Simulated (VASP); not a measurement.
# SnO2 in VASP: a series of runs, part 2 of 2

VASP 6.6.1. The steps go on from the part before.

## 3. Single point, PBE+D3(BJ) (atoms displaced along a vibrational mode)

INCAR

```
SYSTEM = SnO2
PREC = Accurate
ENCUT = 520
EDIFF = 1E-6
ISMEAR = 0
SIGMA = 0.05
LREAL = .FALSE.
LASPH = .TRUE.
NELM = 100
ALGO = Normal
ISIF = 2
LWAVE = .FALSE.
LCHARG = .FALSE.
GGA = PE
IVDW = 12
NBANDS = 64
```

KPOINTS

```
Automatic mesh
0
G
  6 6 6
  0 0 0
```

POSCAR

```
SnO2
1.0
    3.2373377712      1.8690778337      4.2908446647
   -3.2373377712      1.8690778337      4.2908446647
    0.0000000000     -3.7381556673      4.2908446647
Sn O
4 8
Direct
    0.8635787996      0.8653789871      0.8653789870
    0.3635911525      0.3653928038      0.8653858178
    0.3635911525      0.8653858179      0.3653928037
    0.8635870226      0.3653913494      0.3653913493
    0.1379415275      0.6127865355      0.6127865248
    0.6379198332      0.1128173080      0.6127947181
    0.6379198332      0.6127947287      0.1128172974
    0.6005485972      0.6123317149      0.6123317262
    0.1379353412      0.1128126639      0.1128126532
    0.1005407043      0.1123173062      0.6123096391
    0.1005407043      0.6123096279      0.1123173175
    0.6005701136      0.1123177649      0.1123177762
```

Potentials or basis: VASP PAW PBE potentials, release 64 (Sn_d, O).

On the command line:

```console
$ cat potpaw_PBE.64/Sn_d/POTCAR potpaw_PBE.64/O/POTCAR > POTCAR
$ mpirun -np 1 vasp_std > vasp.out
```

OUTCAR:

```text
SYSTEM = SnO2
   PREC = Accurate
   ENCUT = 520
   EDIFF = 1E-6
   ISMEAR = 0
   LREAL = .FALSE.
   LASPH = .TRUE.
   NELM = 100
   ISIF = 2
   GGA = PE
   IVDW = 12
 IVDW          = 12

 ion  position               nearest neighbor table
   1  0.864  0.865  0.865-   7 2.07   6 2.07  10 2.10  11 2.10  12 2.15   5 2.20   2 3.24   3 3.24
                             4 3.24   4 3.24   2 3.24   3 3.24
   2  0.364  0.365  0.865-   9 2.07   5 2.07   8 2.10  12 2.10  11 2.15   6 2.20   3 3.24   4 3.24
                             1 3.24   1 3.24   4 3.24   3 3.24
   3  0.364  0.865  0.365-   9 2.07   5 2.07   8 2.10  12 2.10  10 2.15   7 2.20   2 3.24   4 3.24
                             1 3.24   1 3.24   4 3.24   2 3.24
   4  0.864  0.365  0.365-   6 2.07   7 2.07  11 2.10  10 2.10   8 2.15   9 2.20   3 3.24   2 3.24
                             1 3.24   1 3.24   3 3.24   2 3.24
   5  0.138  0.613  0.613-   3 2.07   2 2.07   1 2.20
   6  0.638  0.113  0.613-   4 2.07   1 2.07   2 2.20
   7  0.638  0.613  0.113-   4 2.07   1 2.07   3 2.20
   8  0.601  0.612  0.612-   2 2.10   3 2.10   4 2.15
   9  0.138  0.113  0.113-   2 2.07   3 2.07   4 2.20
  10  0.101  0.112  0.612-   4 2.10   1 2.10   3 2.15
  11  0.101  0.612  0.112-   4 2.10   1 2.10   2 2.15
  12  0.601  0.112  0.112-   3 2.10   2 2.10   1 2.15

  LATTYP: Found a trigonal (rhomboedric) cell.
 ALAT       =     5.6907957027
 COS(alpha) =     0.3527679204

  Lattice vectors:

 A1 = (   3.2373377712,   1.8690778337,   4.2908446647)
 A2 = (  -3.2373377712,   1.8690778337,   4.2908446647)
 A3 = (   0.0000000000,  -3.7381556673,   4.2908446647)

Analysis of symmetry for initial positions (statically):
=====================================================================
 Subroutine PRICEL returns:
 Original cell was already a primitive cell.

 Routine SETGRP: Setting up the symmetry group for a
 trigonal (rhombohedral) supercell.

 Subroutine GETGRP returns: Found  2 space group operations
 (whereof  2 operations were pure point group operations)
 out of a pool of 12 trial point group operations.

[... 166 lines left out ...]
 Gauss-broadening in eV      SIGMA  =   0.05
  energy-cutoff  :      520.00
  volume of cell :      155.78
 maximum number of plane-waves:      4212
   NGX = 21   NGY = 21   NGZ = 21

 number of electron     104.0000084 magnetization

 Free energy of the ion-electron system (eV)
  ---------------------------------------------------
  ext. energy  EPLUGINS =         0.00000000
  ---------------------------------------------------
  free energy    TOTEN  =       -72.41574445 eV

  energy without entropy =      -72.41574445  energy(sigma->0) =      -72.41574445

 E-fermi :   5.1549     XC(G=0): -10.7307

 val. band max:        4.8823330753   @ k =   0.0000   0.0000   0.0000
 cond. band min:       6.4181524487   @ k =   0.0000   0.0000   0.0000
 fundamental gap:      1.5358193734
 Fermi energy:         5.1549397601

 k-point     1 :       0.0000    0.0000    0.0000
  band No.  band energies     occupation
      1     -15.9579      2.00000
      2     -15.9577      2.00000
      3     -15.9561      2.00000
      4     -15.4149      2.00000
      5     -15.1577      2.00000
      6     -15.1566      2.00000
[... 1597 lines left out ...]
     63      14.0352      0.00000
     64      14.8999      0.00000

 [... further k-points ...]

------------------------ aborting loop because EDIFF is reached ----------------------------------------

 Edisp (eV)   -2.41266

 E8    (eV) :    -0.9592

  FORCE on cell =-STRESS in cart. coord.  units (eV):
  Direction    XX          YY          ZZ          XY          YZ          ZX
  --------------------------------------------------------------------------------------
  -------------------------------------------------------------------------------------
  Total       1.09686     1.78978     1.12913    -0.60008     2.85164     4.93918
  in kB      11.28109    18.40770    11.61305    -6.17183    29.32888    50.79912
  external pressure =       13.77 kB  Pullay stress =        0.00 kB

 VOLUME and BASIS-vectors are now :
 -----------------------------------------------------------------------------
  energy-cutoff  :      520.00
  volume of cell :      155.78
      direct lattice vectors                 reciprocal lattice vectors
     3.237337771  1.869077834  4.290844665     0.154447894  0.089170533  0.077684782
    -3.237337771  1.869077834  4.290844665    -0.154447894  0.089170533  0.077684782
     0.000000000 -3.738155667  4.290844665     0.000000000 -0.178341066  0.077684782

 POSITION                                       TOTAL-FORCE (eV/Angst)
 -----------------------------------------------------------------------------------
     -0.00583     -0.00336     11.13190         0.299796      0.173088      0.095745
     -0.00583     -1.87242      6.84119         0.300600      0.172376      0.095967
     -1.62448      0.93116      6.84119         0.299582      0.174140      0.095967
      1.61283      0.93117      6.84119         0.299961      0.173182      0.095523
     -1.53723     -0.88752      5.85063        -0.834939     -0.482052     -0.210588
      1.69993     -0.88754      5.85070        -0.834003     -0.482317     -0.211171
      0.08134      1.91595      5.85070        -0.834700     -0.481109     -0.211171
     -0.03815     -0.02202      7.83170         0.534681      0.308698      0.115269
      0.08133      0.04696      1.55998        -0.833928     -0.481468     -0.211829
     -0.03812     -1.89106      3.54067         0.534956      0.307526      0.116036
     -1.65677      0.91251      3.54067         0.533804      0.309522      0.116036
      1.58064      0.91258      3.54083         0.534189      0.308414      0.114215
 -----------------------------------------------------------------------------------
    total drift:                                0.001110      0.000654      0.000482

  FREE ENERGIE OF THE ION-ELECTRON SYSTEM (eV)
  ---------------------------------------------------
  free  energy   TOTEN  =       -74.8284044339 eV

  energy  without entropy=      -74.8284044339  energy(sigma->0) =      -74.82840443
```

OSZICAR:

```text
N       E                     dE             d eps       ncg     rms          rms(c)
DAV:   1     0.159965352065E+04    0.15997E+04   -0.48731E+04 10184   0.253E+03
DAV:   2     0.260705315524E+03   -0.13389E+04   -0.12698E+04  9192   0.800E+02
DAV:   3    -0.563769438314E+02   -0.31708E+03   -0.30893E+03  9504   0.278E+02
DAV:   4    -0.835043244512E+02   -0.27127E+02   -0.26798E+02 10728   0.901E+01
DAV:   5    -0.843163134028E+02   -0.81199E+00   -0.80944E+00 10120   0.164E+01    0.214E+01
DAV:   6    -0.721849262312E+02    0.12131E+02   -0.42327E+01 13760   0.700E+01    0.799E+00
DAV:   7    -0.724893652997E+02   -0.30444E+00   -0.51574E+00  9808   0.930E+00    0.453E+00
DAV:   8    -0.724470754571E+02    0.42290E-01   -0.67618E-01 12768   0.566E+00    0.122E+00
DAV:   9    -0.724128044168E+02    0.34271E-01   -0.19717E-01 13128   0.429E+00    0.206E-01
DAV:  10    -0.724152739385E+02   -0.24695E-02   -0.19201E-02 11240   0.108E+00    0.109E-01
DAV:  11    -0.724157046631E+02   -0.43072E-03   -0.15694E-03 11896   0.309E-01    0.377E-02
DAV:  12    -0.724157492693E+02   -0.44606E-04   -0.14910E-04 11408   0.659E-02    0.301E-02
DAV:  13    -0.724157454085E+02    0.38608E-05   -0.33159E-05 11072   0.491E-02    0.793E-03
DAV:  14    -0.724157444467E+02    0.96181E-06   -0.92843E-06 10664   0.217E-02
   1 F= -.74828404E+02 E0= -.74828404E+02  d E =-.214407E-16
```

It took 17 min on 1 thread of Oxide Virtual Turin-like, shared host; peak memory 0.54 GiB.

Results:

* Free energy: -74.8284 eV
* Pressure: 1.4 GPa
* Largest force: 0.987 eV/Å
* Band gap on the k mesh: 1.54 eV
* Dispersion energy per atom: -0.201 eV

Forces in eV/Å, atoms in the order of the input:
```
Sn   0.300  0.173  0.096
Sn   0.301  0.172  0.096
Sn   0.300  0.174  0.096
Sn   0.300  0.173  0.096
O   -0.835 -0.482 -0.211
O   -0.834 -0.482 -0.211
O   -0.835 -0.481 -0.211
O    0.535  0.309  0.115
O   -0.834 -0.481 -0.212
O    0.535  0.308  0.116
O    0.534  0.310  0.116
O    0.534  0.308  0.114
```

Stress tensor (GPa, compression positive):
```
 1.13 -0.62  5.08
-0.62  1.84  2.93
 5.08  2.93  1.16
```

Caveat: the cell differs from its parent crystal (atoms displaced along a vibrational mode); spin-orbit coupling is left out, which moves the levels of the heavy elements.

## 4. Single point, PBE+D3(BJ) (atoms displaced along a vibrational mode)

INCAR

```
SYSTEM = SnO2
  PREC = Accurate
  ENCUT = 520
  EDIFF = 1E-7
  ISMEAR = 0
  SIGMA = 0.05
  LREAL = .FALSE.
  LASPH = .TRUE.
  NELM = 60
  ALGO = Normal
  ISIF = 2
  LWAVE = .FALSE.
  LCHARG = .FALSE.
  GGA = PE
  IVDW = 12
  NBANDS = 64
```

KPOINTS

```
regular mesh
0
G
  6 6 6
  0 0 0
```

POSCAR

```
SnO2
1.0
    3.2373377712      1.8690778337      4.2908446647
   -3.2373377712      1.8690778337      4.2908446647
    0.0000000000     -3.7381556673      4.2908446647
Sn O
4 8
Direct
    0.8623687697      0.8659840021      0.8659840020
    0.3623980331      0.3659862451      0.8659893042
    0.3623980331      0.8659893044      0.3659862449
    0.8623800495      0.3659910275      0.3659910273
    0.1239339877      0.6197758518      0.6197758579
    0.6239381611      0.1198210695      0.6197870738
    0.6239381611      0.6197870677      0.1198210756
    0.6234358252      0.6008881090      0.6008881042
    0.1239396853      0.1198104835      0.1198104896
    0.1234616592      0.1008471182      0.6008712905
    0.1234616592      0.6008712954      0.1008471133
    0.6234467947      0.1008670142      0.1008670093
```

Potentials or basis: VASP PAW PBE potentials, release 64 (Sn_d, O).

On the command line:

```console
$ cat potpaw_PBE.64/Sn_d/POTCAR potpaw_PBE.64/O/POTCAR > POTCAR
$ mpirun -np 1 vasp_std > vasp.out
```

OUTCAR:

```text
SYSTEM = SnO2
   PREC = Accurate
   ENCUT = 520
   EDIFF = 1E-7
   ISMEAR = 0
   LREAL = .FALSE.
   LASPH = .TRUE.
   NELM = 60
   ISIF = 2
   GGA = PE
   IVDW = 12
 IVDW          = 12

 ion  position               nearest neighbor table
   1  0.862  0.866  0.866-  12 2.03   6 2.10   7 2.10   5 2.14  11 2.16  10 2.16   3 3.24   2 3.24
                             4 3.24   4 3.24   2 3.24   3 3.24
   2  0.362  0.366  0.866-  11 2.03   9 2.10   5 2.10   6 2.14  12 2.16   8 2.16   1 3.24   4 3.24
                             3 3.24   3 3.24   4 3.24   1 3.24
   3  0.362  0.866  0.366-  10 2.03   9 2.10   5 2.10   7 2.14  12 2.16   8 2.16   1 3.24   4 3.24
                             2 3.24   2 3.24   4 3.24   1 3.24
   4  0.862  0.366  0.366-   8 2.03   7 2.10   6 2.10   9 2.14  10 2.16  11 2.16   3 3.24   2 3.24
                             1 3.24   1 3.24   3 3.24   2 3.24
   5  0.124  0.620  0.620-   2 2.10   3 2.10   1 2.14
   6  0.624  0.120  0.620-   4 2.10   1 2.10   2 2.14
   7  0.624  0.620  0.120-   4 2.10   1 2.10   3 2.14
   8  0.623  0.601  0.601-   4 2.03   3 2.16   2 2.16
   9  0.124  0.120  0.120-   3 2.10   2 2.10   4 2.14
  10  0.123  0.101  0.601-   3 2.03   1 2.16   4 2.16
  11  0.123  0.601  0.101-   2 2.03   1 2.16   4 2.16
  12  0.623  0.101  0.101-   1 2.03   2 2.16   3 2.16

  LATTYP: Found a trigonal (rhomboedric) cell.
 ALAT       =     5.6907957027
 COS(alpha) =     0.3527679204

  Lattice vectors:

 A1 = (   3.2373377712,   1.8690778337,   4.2908446647)
 A2 = (  -3.2373377712,   1.8690778337,   4.2908446647)
 A3 = (   0.0000000000,  -3.7381556673,   4.2908446647)

Analysis of symmetry for initial positions (statically):
=====================================================================
 Subroutine PRICEL returns:
 Original cell was already a primitive cell.

 Routine SETGRP: Setting up the symmetry group for a
 trigonal (rhombohedral) supercell.

 Subroutine GETGRP returns: Found  2 space group operations
 (whereof  2 operations were pure point group operations)
 out of a pool of 12 trial point group operations.

[... 166 lines left out ...]
 Gauss-broadening in eV      SIGMA  =   0.05
  energy-cutoff  :      520.00
  volume of cell :      155.78
 maximum number of plane-waves:      4212
   NGX = 21   NGY = 21   NGZ = 21

 number of electron     104.0000029 magnetization

 Free energy of the ion-electron system (eV)
  ---------------------------------------------------
  ext. energy  EPLUGINS =         0.00000000
  ---------------------------------------------------
  free energy    TOTEN  =       -72.46948623 eV

  energy without entropy =      -72.46948623  energy(sigma->0) =      -72.46948623

 E-fermi :   5.1041     XC(G=0): -10.7303

 val. band max:        4.8726707257   @ k =   0.0000   0.0000   0.0000
 cond. band min:       6.4180478652   @ k =   0.0000   0.0000   0.0000
 fundamental gap:      1.5453771395
 Fermi energy:         5.1040961965

 k-point     1 :       0.0000    0.0000    0.0000
  band No.  band energies     occupation
      1     -15.9632      2.00000
      2     -15.9494      2.00000
      3     -15.9490      2.00000
      4     -15.3962      2.00000
      5     -15.1724      2.00000
      6     -15.1421      2.00000
[... 1597 lines left out ...]
     63      14.2906      0.00000
     64      14.6561      0.00000

 [... further k-points ...]

------------------------ aborting loop because EDIFF is reached ----------------------------------------

 Edisp (eV)   -2.41273

 E8    (eV) :    -0.9593

  FORCE on cell =-STRESS in cart. coord.  units (eV):
  Direction    XX          YY          ZZ          XY          YZ          ZX
  --------------------------------------------------------------------------------------
  -------------------------------------------------------------------------------------
  Total       1.88866     1.21764     0.88984     0.58112    -1.72459    -2.98709
  in kB      19.42471    12.52333     9.15195     5.97678   -17.73733   -30.72196
  external pressure =       13.70 kB  Pullay stress =        0.00 kB

 VOLUME and BASIS-vectors are now :
 -----------------------------------------------------------------------------
  energy-cutoff  :      520.00
  volume of cell :      155.78
      direct lattice vectors                 reciprocal lattice vectors
     3.237337771  1.869077834  4.290844665     0.154447894  0.089170533  0.077684782
    -3.237337771  1.869077834  4.290844665    -0.154447894  0.089170533  0.077684782
     0.000000000 -3.738155667  4.290844665     0.000000000 -0.178341066  0.077684782

 POSITION                                       TOTAL-FORCE (eV/Angst)
 -----------------------------------------------------------------------------------
     -0.01170     -0.00676     11.13190         0.922569      0.532645     -0.125444
     -0.01162     -1.87580      6.84121         0.917220      0.531281     -0.126513
     -1.63030      0.92784      6.84121         0.918713      0.528696     -0.126513
      1.60698      0.92779      6.84116         0.920583      0.531499     -0.122867
     -1.60521     -0.92677      5.85051        -0.042432     -0.024498     -0.071607
      1.63200     -0.92672      5.85077        -0.041601     -0.025189     -0.074039
      0.01344      1.87671      5.85077        -0.042615     -0.023433     -0.074039
      0.07299      0.04214      7.83170        -0.875873     -0.505685      0.198192
      0.01337      0.00772      1.55998        -0.041701     -0.024076     -0.074168
      0.07321     -1.82690      3.54072        -0.879010     -0.507439      0.198989
     -1.54554      0.97685      3.54072        -0.878960     -0.507525      0.198989
      1.69177      0.97674      3.54072        -0.876894     -0.506275      0.199020
 -----------------------------------------------------------------------------------
    total drift:                                0.003866      0.002250      0.000406

  FREE ENERGIE OF THE ION-ELECTRON SYSTEM (eV)
  ---------------------------------------------------
  free  energy   TOTEN  =       -74.8822152862 eV

  energy  without entropy=      -74.8822152862  energy(sigma->0) =      -74.88221529
```

stdout:

```text
POSCAR found type information on POSCAR SnO
 POSCAR found :  2 types and      12 ions
 scaLAPACK will be used
 LDA part: xc-table for (Slater+PW92), standard interpolation
 POSCAR, INCAR and KPOINTS ok, starting setup
 FFT: planning ... GRIDC
 FFT: planning ... GRID_SOFT
 FFT: planning ... GRID
 WAVECAR not read
 entering main loop
```

Wall time 15 min (1 thread of Oxide Virtual Turin-like, shared host); peak memory 0.54 GiB.

What came out:

```yaml
Free_energy: -74.8822 eV
Pressure: 1.4 GPa
Largest_force: 1.073 eV/Å
Band_gap_on_the_k_mesh: 1.55 eV
Dispersion_energy_per_atom: -0.201 eV
```

Forces in eV/Å, atoms in the order of the input:
```
Sn   0.923  0.533 -0.125
Sn   0.917  0.531 -0.127
Sn   0.919  0.529 -0.127
Sn   0.921  0.531 -0.123
O   -0.042 -0.024 -0.072
O   -0.042 -0.025 -0.074
O   -0.043 -0.023 -0.074
O   -0.876 -0.506  0.198
O   -0.042 -0.024 -0.074
O   -0.879 -0.507  0.199
O   -0.879 -0.508  0.199
O   -0.877 -0.506  0.199
```

Caveat: the cell differs from its parent crystal (atoms displaced along a vibrational mode); spin-orbit coupling is left out, which moves the levels of the heavy elements; forces of over 1 eV/Å act on the atoms, so gaps and moduli don't describe the material at rest.

## 5. Summary

| cell | gap on the mesh (eV) | pressure (GPa) | largest force (eV/Å) |
| --- | --- | --- | --- |
| as given, atomic positions A | 1.43 | 3.0 | 1.62 |
| as given, atomic positions B | 1.54 | 1.4 | 0.99 |
| as given, atomic positions C | 1.55 | 1.4 | 1.07 |

Alike in all rows: task single point; level PBE+D3(BJ); potentials or basis VASP PAW PBE potentials, release 64 (Sn_d, O); no spin polarisation; k mesh 6 × 6 × 6; cutoff (eV) 520; smearing gaussian 0.05 eV.

Caveats: spin-orbit coupling is left out, which moves the levels of the heavy elements; forces of over 1 eV/Å act on the atoms, so gaps and moduli don't describe the material at rest (at least some runs).

Absolute energies hang on the potentials; compare differences alone.
